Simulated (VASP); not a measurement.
Write the native input for VASP 6.6.1 that does the following.

* Task: relaxation of cell and atoms
* Functional: PBE
* Potentials or basis: VASP PAW PBE potentials, release 64 (Ru_pv, S)
* Cutoff: 600 eV
* k mesh: 12 × 12 × 16
* Occupations: gaussian, width 0.1 eV
* Spin: no spin polarisation
* Dipole correction: no
* Further INCAR settings: ALGO = Normal; EDIFF = 1e-06; IBRION = 2; EDIFFG = -0.01; NSW = 100; ISIF = 3

The structure of RuS2 lies in POSCAR:

```
RuS2
1.0
    4.1897035730      0.0000000000      0.0000000000
   -2.0948517865      3.6283897285      0.0000000000
    0.0000000000      0.0000000000      2.8873567390
Ru S
1 2
Direct
    0.0000000000      0.0000000000      0.0000000000
    0.3333333333      0.6666666667      0.5000000000
    0.6666666667      0.3333333333      0.5000000000
```

One way to write it, as run:

INCAR

```
PREC = Accurate
ENCUT = 600
EDIFF = 1E-6
ISMEAR = 0
SIGMA = 0.1
LREAL = False
LASPH = True
NELM = 80
ALGO = Normal
ISIF = 3
LWAVE = False
LCHARG = False
GGA = PE
IBRION = 2
NSW = 100
EDIFFG = -0.01
```

KPOINTS

```
regular mesh
0
Gamma
  12 12 16
```

Potentials or basis: VASP PAW PBE potentials, release 64 (Ru_pv, S).

The run is started by

```console
$ cat potpaw_PBE.64/Ru_pv/POTCAR potpaw_PBE.64/S/POTCAR > POTCAR
$ mpirun -np 1 vasp_std > vasp.out
```

It gave:

```json
{
 "Relaxed volume": "14.57 Å³/atom",
 "Relaxed cell": "a = 4.206 Å, b = 4.206 Å, c = 2.852 Å, α = 90.00°, β = 90.00°, γ = 120.00°",
 "Space group after relaxing (to 0.1 Å)": "P6/mmm (No. 191)",
 "Energy gained by relaxing": "1.6 meV/atom",
 "Ionic steps": "5",
 "Pressure after relaxing": "0.0 GPa",
 "Band gap on the k mesh": "zero (bands 13 and 14 overlap by 1.33 eV)"
}
```

It took 5.9 min on 1 thread of Intel Xeon 8259CL, with other jobs on the host, peak memory 0.3 GiB.
